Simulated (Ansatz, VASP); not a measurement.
# MgO: VASP beside Ansatz

Contents of INCAR:

```
PREC = Accurate
ENCUT = 520
EDIFF = 1E-6
ISMEAR = 0
SIGMA = 0.05
LREAL = F
LASPH = T
NELM = 60
ALGO = Normal
ISIF = 2
LWAVE = F
LCHARG = F
GGA = PE
NBANDS = 16
```

KPOINTS

```
regular mesh
0
Gamma
  9 9 6
```

Contents of POSCAR:

```
MgO
1.0
    3.3980704147      0.0000000000      0.0000000000
   -1.6990352074      2.9428153030      0.0000000000
    0.0000000000      0.0000000000      4.5361391971
Mg O
2 2
Direct
    0.6694707015      0.3333333333      0.7500000000
    0.3361373682      0.6666666667      0.2500000000
    0.6624068962      0.3333333333      0.2500000000
    0.3290735629      0.6666666667      0.7500000000
```

Input for Ansatz:

```yaml
crystal:
  lattice:
    - [3.3980704147, 0.0, 0.0]
    - [-1.6990352074, 2.942815303, 0.0]
    - [0.0, 0.0, 4.5361391971]
  atoms:
    - { symbol: Mg, position: [0.6694707015, 0.3333333333, 0.75] }
    - { symbol: Mg, position: [0.3361373682, 0.6666666667, 0.25] }
    - { symbol: O, position: [0.6624068962, 0.3333333333, 0.25] }
    - { symbol: O, position: [0.3290735629, 0.6666666667, 0.75] }
basis:
  ecutwfc: 520.0
kpoints:
  mp_grid: { grid: [9, 9, 6] }
hamiltonian:
  xc: pbe
  pseudopotentials: { kind: paw, azcp: { folder: soft_1 } }
scf:
  occupations: { method: gaussian, width: 0.05 }
output:
  forces: true
  stress: true
  eigenvalues: true
```

Change from the starting cell: mode 8 frozen in at -0.015 Å, strain +e along z and -e/2 along x and y +0.0700.

Alike in both runs: task single point; functional PBE; k mesh 9 × 9 × 6; occupations gaussian, width 0.05 eV; no spin polarisation.

|  | VASP | Ansatz |
| --- | --- | --- |
| version | VASP 6.6.1 | Ansatz 0.2.0 |
| potentials or method | VASP PAW PBE potentials, release 64 (Mg, O), cutoff 520 eV | scalar-relativistic, plane waves, PAW |
| valence electrons in the cell | 16 | 32 |

|  | VASP | Ansatz | Ansatz less VASP |
| --- | --- | --- | --- |
| gap on the k mesh at the Fermi level (eV) | 3.16 | 3.18 | +0.021 |
| least direct gap on the mesh (eV) | 3.16 | 3.18 | +0.021 |
| pressure (GPa) | 2.1 | 2.6 | +0.52 |
| traceless stress, the component that is largest in VASP (GPa) | -9.41 | -9.26 | +0.153 |
| rms of the force components (eV/Å) | 0.166 | 0.164 | -0.0020 |

Atom by atom the forces differ by 0.002 eV/Å (rms over components). The functional is the same, so the differences come from potentials, cutoffs and numerics. VASP's potentials hold 16 valence electrons a cell and Ansatz's 32, so a difference there can come from the potentials and not from the codes.
